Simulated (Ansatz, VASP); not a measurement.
Ta5W in VASP and in Ansatz

```
CELL_PARAMETERS angstrom
1.63735 -2.35234 0.00000
1.63735 2.35234 0.00000
0.00000 0.00000 13.94902
ATOMIC_POSITIONS crystal
Ta 0.00000 0.00000 0.15921
Ta 0.50000 0.50000 0.33023
Ta 0.00000 0.00000 0.50000
Ta 0.50000 0.50000 0.66977
Ta 0.00000 0.00000 0.84079
W 0.50000 0.50000 0.00000
```

Alike in both runs: functional PBE; k mesh 6 × 6 × 2; occupations gaussian, width 0.1 eV; no spin polarisation.

Ansatz relaxed the structure, and its values are those at the end. VASP's run is a single point on that final structure, the one shown.

```csv
,VASP,Ansatz
version,VASP 6.6.1,Ansatz 0.2.0
potentials or method,"VASP PAW PBE potentials, release 64 (Ta_pv, W_sv), cutoff 520 eV","scalar-relativistic, plane waves, PAW"
valence electrons in the cell,69,79
```

Ansatz gave:

```
gap on the k mesh at the Fermi level (eV) : none
pressure (GPa)                            : 0.0
rms of the force components (eV/Å)        : 0.012
```

Problem. Which values does VASP return?

Solution. gap on the k mesh at the Fermi level (eV): none; pressure (GPa): 0.2; rms of the force components (eV/Å): 0.016.

A gap of «none» marks a metal or a gap that the smearing closes. The functional is the same, so the differences come from potentials, cutoffs and numerics. VASP's potentials hold 69 valence electrons a cell and Ansatz's 79, so a difference there can come from the potentials and not from the codes.

The k mesh is coarse, so the values compare programs but aren't converged. Spin-orbit coupling is off throughout.
